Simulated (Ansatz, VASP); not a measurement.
## SrO in VASP and in Ansatz

```xyz
4
Lattice="3.9412 0.0000 0.0000 -1.9706 3.4132 0.0000 0.0000 0.0000 7.2577" Properties=species:S:1:pos:R:3 pbc="T T T"
Sr    0.0000    0.0000    5.8532
Sr    0.0000    0.0000    1.4045
O     0.0000    2.2755    0.0000
O     1.9706    1.1377    0.0000
```

Alike in both runs: functional PBE; k mesh 6 × 6 × 2; occupations gaussian, width 0.1 eV; no spin polarisation.

Ansatz relaxed the structure, and its values are those at the end. VASP's run is a single point on that final structure, the one shown.

|  | VASP | Ansatz |
| --- | --- | --- |
| version | VASP 6.6.1 | Ansatz 0.2.0 |
| potentials or method | VASP PAW PBE potentials, release 64 (Sr_sv, O), cutoff 520 eV | scalar-relativistic, plane waves, PAW |
| valence electrons in the cell | 32 | 32 |

Ansatz gave:

| Property | Result |
| --- | --- |
| gap on the k mesh at the Fermi level (eV) | none |
| pressure (GPa) | -0.1 |
| rms of the force components (eV/Å) | 0.014 |

**Question.** Estimate VASP's values.

**Answer.** gap on the k mesh at the Fermi level (eV): none; pressure (GPa): 0.2; rms of the force components (eV/Å): 0.024.

A gap of «none» marks a metal or a gap that the smearing closes. The functional is the same, so the differences come from potentials, cutoffs and numerics.

The k mesh is coarse, so the values compare programs but aren't converged.
